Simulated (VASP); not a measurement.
Crystal: WSe3.

```
CELL_PARAMETERS angstrom
2.85089 0.00000 0.00000
-1.42544 2.46894 0.00000
0.00000 0.00000 11.96240
ATOMIC_POSITIONS crystal
W 0.00000 0.00000 0.50000
Se 0.00000 0.00000 0.71266
Se 0.00000 0.00000 0.28734
Se 0.00000 0.00000 0.00000
```

The cell was generated, and may not be a known phase.

* Program: VASP 6.6.1
* Task: relaxation of cell and atoms
* Functional: PBE
* Potentials or basis: VASP PAW PBE potentials, release 64 (W_sv, Se)
* Cutoff: 600 eV
* k mesh: 6 × 6 × 2
* Occupations: gaussian, width 0.1 eV
* Spin: collinear spin
* Starting moments: [0.21, 0.01, 0.01, 0.03] μB

At the start: pressure 0.9 GPa; volume 21.05 Å³/atom.

How do energy, volume and symmetry change on relaxing?

Over 9 steps the energy falls by 2.3 meV/atom and the volume is 21.40 Å³/atom (+1.7 %); space group P6/mmm (No. 191, to 0.1 Å) before and after; moment 0.48 μB per cell.

Step by step:
| step | energy change (eV) | largest force (eV/Å) | pressure (GPa) | volume (Å³) |
| --- | --- | --- | --- | --- |
| 1 | 0.0000 | 0.1785 | 0.87 | 84.20 |
| 2 | -0.0010 | 0.2547 | -0.91 | 85.59 |
| 3 | -0.0066 | 0.0547 | -0.10 | 84.92 |
| 4 | -0.0066 | 0.0498 | -0.08 | 84.91 |
| 5 | -0.0069 | 0.0515 | 0.13 | 84.80 |
| 6 | -0.0069 | 0.0516 | 0.15 | 84.78 |
| 7 | -0.0072 | 0.0492 | 0.14 | 84.87 |
| 8 | -0.0080 | 0.0404 | 0.07 | 85.12 |
| 9 | -0.0091 | 0.0229 | -0.06 | 85.62 |

Final structure:
```cif
data_structure
_symmetry_space_group_name_H-M 'P 1'
_symmetry_Int_Tables_number 1
_cell_length_a 2.8499
_cell_length_b 2.8499
_cell_length_c 12.1727
_cell_angle_alpha 90.000
_cell_angle_beta 90.000
_cell_angle_gamma 120.000
_cell_volume 85.62
loop_
_atom_site_label
_atom_site_type_symbol
_atom_site_fract_x
_atom_site_fract_y
_atom_site_fract_z
_atom_site_occupancy
W1 W 0.00000 0.00000 0.50000 1
Se1 Se 0.00000 0.00000 0.71089 1
Se2 Se 0.00000 0.00000 0.28911 1
Se3 Se 0.00000 0.00000 0.00000 1
```

Caveat: the k points lie up to 0.42 Å⁻¹ apart in the final cell; the highest band is partly filled, so the run has too few bands; a moment this small can come from the mesh or the smearing; this functional lacks dispersion, which binds layers or chains, so the pressure and a relaxed spacing across them are unreliable.
